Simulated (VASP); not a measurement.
Crystal: Pd.

```xyz
2
Lattice="3.0873 0.0000 0.0000 0.0000 3.0873 0.0000 0.0000 0.0000 3.0873" Properties=species:S:1:pos:R:3 pbc="T T T"
Pd    0.0000    0.0000    0.0000
Pd    1.5437    1.5437    1.5437
```

This isn't the form of Pd at room conditions, which is fcc.

```yaml
Program: VASP 6.6.1
Task: relaxation of cell and atoms
Functional: r2SCAN
Potentials_or_basis: VASP PAW PBE potentials, release 64 (Pd)
Cutoff: 600 eV
k_mesh: 10 × 10 × 10
Occupations: fermi-dirac, width 0.05 eV
Spin: collinear spin
Starting_moments: "[0.5, -0.5] μB"
```

At the start: pressure 4.8 GPa; volume 14.71 Å³/atom.

**Question.** Where does the relaxation end?

**Answer.** Over 3 steps the energy falls by 5.2 meV/atom and the volume is 15.08 Å³/atom (+2.5 %); space group Im-3m (No. 229, to 0.1 Å) before and after; moment 0.00 μB per cell.

Step by step:
| step | energy change (eV) | largest force (eV/Å) | pressure (GPa) | volume (Å³) |
| --- | --- | --- | --- | --- |
| 1 | 0.0000 | 0.0000 | 4.78 | 29.43 |
| 2 | 0.0138 | 0.0000 | -6.40 | 31.34 |
| 3 | -0.0105 | 0.0000 | 0.02 | 30.17 |

Final structure:
```xyz
2
Lattice="3.1130 0.0000 0.0000 0.0000 3.1130 0.0000 0.0000 0.0000 3.1130" Properties=species:S:1:pos:R:3 pbc="T T T"
Pd    0.0000    0.0000    0.0000
Pd    1.5565    1.5565    1.5565
```

Caveat: the PAW data sets were made with another functional, which shifts forces and pressure a little.
